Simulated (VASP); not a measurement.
**CaB6: single point with r2SCAN**

**What was measured.**

“Bulk Band Gaps in Divalent Hexaborides”, 2001, arxiv:cond-mat/0107429 reports, for a bulk crystal of CaB6: band gap 1.15 eV.

CaB6:

```
Ca B
1.0
     4.13522    0.00000    0.00000
     0.00000    4.13522    0.00000
     0.00000    0.00000    4.13522
Ca B
1 6
Direct
  0.50000 0.50000 0.50000
  0.00000 0.00000 0.29811
  0.00000 0.00000 0.70189
  0.29811 0.00000 0.00000
  0.70189 0.00000 0.00000
  0.00000 0.29811 0.00000
  0.00000 0.70189 0.00000
```

```
Program             : VASP 6.6.1
Task                : single point
Functional          : r2SCAN
Potentials or basis : VASP PAW PBE potentials, release 64 (Ca_sv, B)
Cutoff              : 520 eV
k mesh              : 6 × 6 × 6
Occupations         : gaussian, width 0.1 eV
Spin                : no spin polarisation
```

```
Pressure               : 0.4 GPa
Largest force          : 0.044 eV/Å
Band gap on the k mesh : 0.07 eV
```

Forces in eV/Å, atoms in the order of the input:
```
Ca   0.000  0.000  0.000
B    0.000  0.000  0.044
B    0.000  0.000 -0.044
B    0.044  0.000  0.000
B   -0.044  0.000  0.000
B    0.000  0.044  0.000
B    0.000 -0.044  0.000
```

Levels at points of the mesh, in eV from the valence-band top:
| k point | band 12 | band 13 | band 14 | band 15 | band 16 | band 17 |
| --- | --- | --- | --- | --- | --- | --- |
| (0.00, 0.00, 0.00) | -0.33 | -0.33 | -0.33 | 2.98 | 2.98 | 2.98 |
| (0.50, 0.00, 0.00) | -2.55 | -1.89 | 0.00 | 0.07 | 3.48 | 3.48 |
| (0.50, 0.50, 0.00) | -2.87 | -1.57 | -1.57 | 3.30 | 3.30 | 4.41 |
| (0.50, 0.50, 0.50) | -1.14 | -1.14 | -1.14 | 4.82 | 5.11 | 5.11 |

It took 88 s on 1 thread of Intel Xeon 8259CL (shared host), peak memory 0.19 GiB.

Measured gap of CaB6: 1.15 eV (“Bulk Band Gaps in Divalent Hexaborides”, 2001, arxiv:cond-mat/0107429). This calculation gives 0.07 eV (-1.08 eV). So large a miss can be the level of theory's own, or it may mean another phase, state or a wrong row. The value is that of r2SCAN on a finite k mesh, which can miss the band edges, without temperature or zero-point motion.

Caveat: the PAW data sets were made with another functional, which shifts forces and pressure a little.
